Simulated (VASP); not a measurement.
# CuO (P-6m2) in VASP: a series of runs, part 2 of 2

VASP 6.6.1. Earlier steps stand in the parts before.

## 3. Single point, PBE+U, collinear spin, ferromagnetic start

Contents of INCAR:

```
PREC = Accurate ; ENCUT = 600
EDIFF = 1E-6 ; ISMEAR = 0
SIGMA = 0.05 ; LREAL = False
LASPH = True ; NELM = 200
ALGO = Normal ; ISIF = 2
LWAVE = False ; LCHARG = False
ISPIN = 2 ; MAGMOM = 0.45 0.66
LORBIT = 11 ; LMAXMIX = 4
LDAU = True ; LDAUTYPE = 2
LDAUL = 2 -1 ; LDAUU = 6 0
LDAUJ = 0 0 ; LDAUPRINT = 1
GGA = PE ; NBANDS = 20
GGA_COMPAT = False
```

Contents of KPOINTS:

```
regular mesh
0
Gamma
  8 8 7
```

Contents of POSCAR:

```
CuO
1.0
    2.8363251100      0.0000000000      0.0000000000
   -1.4181625500      2.4563296000      0.0000000000
    0.0000000000      0.0000000000      2.7681127800
Cu O
1 1
Direct
    0.0000000000      0.0000000000      0.0000000000
    0.6666666667      0.3333333333      0.5000000000
```

Potentials or basis: VASP PAW PBE potentials, release 64 (Cu, O).

The run is started by

```sh
> cat potpaw_PBE.64/Cu/POTCAR potpaw_PBE.64/O/POTCAR > POTCAR
> mpirun -np 1 vasp_std > vasp.out
```

OUTCAR:

```text
PREC = Accurate
   ENCUT = 600
   EDIFF = 1E-6
   ISMEAR = 0
   LREAL = False
   LASPH = True
   NELM = 200
   ISIF = 2
   ISPIN = 2
   LORBIT = 11
   GGA = PE

 ion  position               nearest neighbor table
   1  0.000  0.000  0.000-   2 2.14   2 2.14   2 2.14   2 2.14   2 2.14   2 2.14
   2  0.667  0.333  0.500-   1 2.14   1 2.14   1 2.14   1 2.14   1 2.14   1 2.14

  LATTYP: Found a hexagonal cell.
 ALAT       =     2.8363251100
 C/A-ratio  =     0.9759504544

  Lattice vectors:

 A1 = (   2.8363251100,   0.0000000000,   0.0000000000)
 A2 = (  -1.4181625500,   2.4563296000,   0.0000000000)
 A3 = (   0.0000000000,   0.0000000000,   2.7681127800)

Analysis of symmetry for initial positions (statically):
=====================================================================
 Subroutine PRICEL returns:
 Original cell was already a primitive cell.

 Routine SETGRP: Setting up the symmetry group for a
 hexagonal supercell.

 Subroutine GETGRP returns: Found 12 space group operations
 (whereof 12 operations were pure point group operations)
[... 224 lines left out ...]

 k-point     1 :       0.0000    0.0000    0.0000
  band No.  band energies     occupation
      1     -14.0406      1.00000
      2       0.5679      1.00000
      3       0.5679      1.00000
      4       0.6619      1.00000
      5       1.5695      1.00000
      6       1.5695      1.00000
[... 1097 lines left out ...]
     19      39.1833      0.00000
     20      41.2353      0.00000

 [... further k-points ...]
[... 5 lines left out ...]
  --------------------------------------------------------------------------------------
  -------------------------------------------------------------------------------------
  Total        0.1350673      0.1350673     -1.1351179      0.0000000      0.0000000     -0.0000000
  in kB       11.2210757     11.2210757    -94.3029138      0.0000000      0.0000000     -0.0000000
  external PRESSURE =     -23.9535875 kB  Pullay stress =       0.0000000 kB

 VOLUME and BASIS-vectors are now :
 -----------------------------------------------------------------------------
  energy-cutoff  :      600.00
  volume of cell :       19.29
      direct lattice vectors                 reciprocal lattice vectors
     2.836325110  0.000000000  0.000000000     0.352568892  0.203555744  0.000000000
    -1.418162550  2.456329600  0.000000000     0.000000000  0.407111489  0.000000000
     0.000000000  0.000000000  2.768112780     0.000000000  0.000000000  0.361256957

 POSITION                                       TOTAL-FORCE (eV/Angst)
 -----------------------------------------------------------------------------------
      0.00000      0.00000      0.00000         0.000000      0.000000      0.000000
      1.41816      0.81878      1.38406        -0.000000      0.000000      0.000000
 -----------------------------------------------------------------------------------
    total drift:                               -0.000000      0.000000      0.000000

  FREE ENERGIE OF THE ION-ELECTRON SYSTEM (eV)
  ---------------------------------------------------
  free  energy   TOTEN  =        -7.2390378894 eV

  energy  without entropy=       -7.2382317304  energy(sigma->0) =       -7.23863481

 total charge

# of ion       s       p       d       tot
------------------------------------------
    1        0.286   0.302   9.312   9.900
    2        1.580   3.304   0.000   4.884
--------------------------------------------------
tot          1.866   3.606   9.312  14.784

 magnetization (x)

# of ion       s       p       d       tot
------------------------------------------
    1       -0.013  -0.005   0.474   0.456
    2        0.006   0.492   0.000   0.498
--------------------------------------------------
tot         -0.007   0.487   0.474   0.954
```

stdout:

```text
POSCAR found type information on POSCAR CuO
 POSCAR found :  2 types and       2 ions
 scaLAPACK will be used
 LDA part: xc-table for (Slater+PW92), standard interpolation
 POSCAR, INCAR and KPOINTS ok, starting setup
 FFT: planning ... GRIDC
 FFT: planning ... GRID_SOFT
 FFT: planning ... GRID
 WAVECAR not read
 entering main loop
```

Wall time 18 s (1 thread of Intel Xeon Platinum 8375C at 2.90GHz (Ice Lake), shared host); peak memory 0.16 GiB.

What came out:

* Free energy: -7.2390 eV
* Pressure: -2.4 GPa
* Band gap on the k mesh: zero (filled and empty bands overlap)
* Net moment: 1.00 μB per cell
* Site moments: Cu +0.46; O +0.50 μB
* Valence electrons inside the program's atomic spheres: Cu 9.90; O 4.88

Eigenvalues of the final occupation matrices:
| site | spin | trace | eigenvalues |
| --- | --- | --- | --- |
| site 1 d | 1 | 4.90 | 0.97 0.97 0.97 0.99 0.99 |
| site 1 d | 2 | 4.43 | 0.78 0.78 0.95 0.95 0.97 |

Caveat: a cell with one magnetic atom can't hold antiferromagnetic order, which such compounds often take. The state reached can hang on the start; a lower one may exist.

## 4. Single point, PBE+U, collinear spin, ferromagnetic start

Contents of INCAR:

```
SYSTEM = CuO
ALGO = Normal ; EDIFF = 1E-6
ENCUT = 600 ; GGA = PE
GGA_COMPAT = .False. ; ISIF = 2
ISMEAR = 0 ; ISPIN = 2
LASPH = .True. ; LCHARG = .False.
LDAU = .True. ; LDAUJ = 0 0
LDAUL = 2 -1 ; LDAUPRINT = 1
LDAUTYPE = 2 ; LDAUU = 6 0
LMAXMIX = 4 ; LORBIT = 11
LREAL = .False. ; LWAVE = .False.
MAGMOM = 0.45 0.66 ; NBANDS = 20
NELM = 200 ; PREC = Accurate
SIGMA = 0.05
```

Contents of KPOINTS:

```
k-points
0
Gamma
  8 8 7
  0 0 0
```

POSCAR is that of step 3.

Potentials or basis: VASP PAW PBE potentials, release 64 (Cu, O).

The run is started by

```sh
> cat potpaw_PBE.64/Cu/POTCAR potpaw_PBE.64/O/POTCAR > POTCAR
> mpirun -np 1 vasp_std > vasp.out
```

OUTCAR:

```text
SYSTEM = CuO
   EDIFF = 1E-6
   ENCUT = 600
   GGA = PE
   ISIF = 2
   ISMEAR = 0
   ISPIN = 2
   LASPH = .True.
   LORBIT = 11
   LREAL = .False.
   NELM = 200
   PREC = Accurate

 ion  position               nearest neighbor table
   1  0.000  0.000  0.000-   2 2.14   2 2.14   2 2.14   2 2.14   2 2.14   2 2.14
   2  0.667  0.333  0.500-   1 2.14   1 2.14   1 2.14   1 2.14   1 2.14   1 2.14

  LATTYP: Found a hexagonal cell.
 ALAT       =     2.8363251100
 C/A-ratio  =     0.9759504544

  Lattice vectors:

 A1 = (   2.8363251100,   0.0000000000,   0.0000000000)
 A2 = (  -1.4181625500,   2.4563296000,   0.0000000000)
[... 1357 lines left out ...]
 VOLUME and BASIS-vectors are now :
 -----------------------------------------------------------------------------
  energy-cutoff  :      600.00
  volume of cell :       19.29
      direct lattice vectors                 reciprocal lattice vectors
     2.836325110  0.000000000  0.000000000     0.352568892  0.203555744  0.000000000
    -1.418162550  2.456329600  0.000000000     0.000000000  0.407111489  0.000000000
     0.000000000  0.000000000  2.768112780     0.000000000  0.000000000  0.361256957

 POSITION                                       TOTAL-FORCE (eV/Angst)
 -----------------------------------------------------------------------------------
      0.00000      0.00000      0.00000         0.000000      0.000000      0.000000
      1.41816      0.81878      1.38406        -0.000000      0.000000      0.000000
 -----------------------------------------------------------------------------------
    total drift:                               -0.000000      0.000000      0.000000

  FREE ENERGIE OF THE ION-ELECTRON SYSTEM (eV)
  ---------------------------------------------------
  free  energy   TOTEN  =        -7.2390378894 eV

  energy  without entropy=       -7.2382317304  energy(sigma->0) =       -7.23863481

 total charge

# of ion       s       p       d       tot
------------------------------------------
    1        0.286   0.302   9.312   9.900
    2        1.580   3.304   0.000   4.884
--------------------------------------------------
tot          1.866   3.606   9.312  14.784

 magnetization (x)

# of ion       s       p       d       tot
------------------------------------------
    1       -0.013  -0.005   0.474   0.456
    2        0.006   0.492   0.000   0.498
--------------------------------------------------
tot         -0.007   0.487   0.474   0.954
```

It took 18 s on 1 thread of Intel Xeon Platinum 8375C at 2.90GHz (Ice Lake), shared host; peak memory 0.16 GiB.

Results:

| Property | Result |
| --- | --- |
| Free energy | -7.2390 eV |
| Pressure | -2.4 GPa |
| Band gap on the k mesh | zero (filled and empty bands overlap) |
| Net moment | 1.00 μB per cell |
| Site moments | Cu +0.46; O +0.50 μB |
| Valence electrons inside the program's atomic spheres | Cu 9.90; O 4.88 |

Levels at points of the mesh, in eV from the Fermi level:
Spin up:
```csv
k point,band 7,band 8,band 9,band 10,band 11,band 12
"(0.00, 0.00, 0.00)",-2.53,-0.69,-0.69,1.68,15.13,17.29
"(0.50, 0.00, 0.00)",-2.51,-2.16,-0.44,6.64,9.21,15.35
```
Spin down:
| k point | band 6 | band 7 | band 8 | band 9 | band 10 | band 11 |
| --- | --- | --- | --- | --- | --- | --- |
| (0.00, 0.00, 0.00) | -1.45 | -1.45 | 0.20 | 0.20 | 1.91 | 15.19 |
| (0.50, 0.00, 0.00) | -2.03 | -1.57 | -1.41 | 0.96 | 6.75 | 9.71 |

Eigenvalues of the final occupation matrices:
| site | spin | trace | eigenvalues |
| --- | --- | --- | --- |
| site 1 d | 1 | 4.90 | 0.97 0.97 0.97 0.99 0.99 |
| site 1 d | 2 | 4.43 | 0.78 0.78 0.95 0.95 0.97 |

Caveat: a cell with one magnetic atom can't hold antiferromagnetic order, which such compounds often take. The state reached can hang on the start; a lower one may exist.
